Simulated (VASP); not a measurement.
HfO2:

```
Hf O
1.0
     0.00000    2.55750    2.55750
     2.55750    0.00000    2.55750
     2.55750    2.55750    0.00000
Hf O
1 2
Cartesian
  0.0000 0.0000 0.0000
  3.8363 3.8363 3.8363
  1.2788 1.2788 1.2788
```

* Program: VASP 6.6.1
* Task: relaxation of cell and atoms
* Functional: revPBE
* Dispersion: D3(BJ)
* Potentials or basis: VASP PAW PBE potentials, release 64 (Hf_pv, O)
* Cutoff: 600 eV
* k mesh: 9 × 9 × 9
* Occupations: fermi-dirac, width 0.05 eV
* Spin: no spin polarisation

At the start: pressure -9.5 GPa; volume 11.15 Å³/atom.

Task: Where does the relaxation end?

Result: Over 3 steps the energy falls by 13.5 meV/atom and the volume is 10.72 Å³/atom (-3.9 %); space group Fm-3m (No. 225, to 0.1 Å) before and after.

The path:
| step | energy change (eV) | largest force (eV/Å) | pressure (GPa) | volume (Å³) |
| --- | --- | --- | --- | --- |
| 1 | 0.0000 | 0.0000 | -9.48 | 33.46 |
| 2 | 0.0466 | 0.0000 | 16.56 | 30.36 |
| 3 | -0.0405 | 0.0000 | -0.06 | 32.16 |

Final structure:
```
Hf O
1.0
     0.00000    2.52391    2.52391
     2.52391    0.00000    2.52391
     2.52391    2.52391    0.00000
Hf O
1 2
Cartesian
  0.0000 0.0000 0.0000
  3.7859 3.7859 3.7859
  1.2620 1.2620 1.2620
```

Caveat: the PAW data sets were made with another functional, which shifts forces and pressure a little.
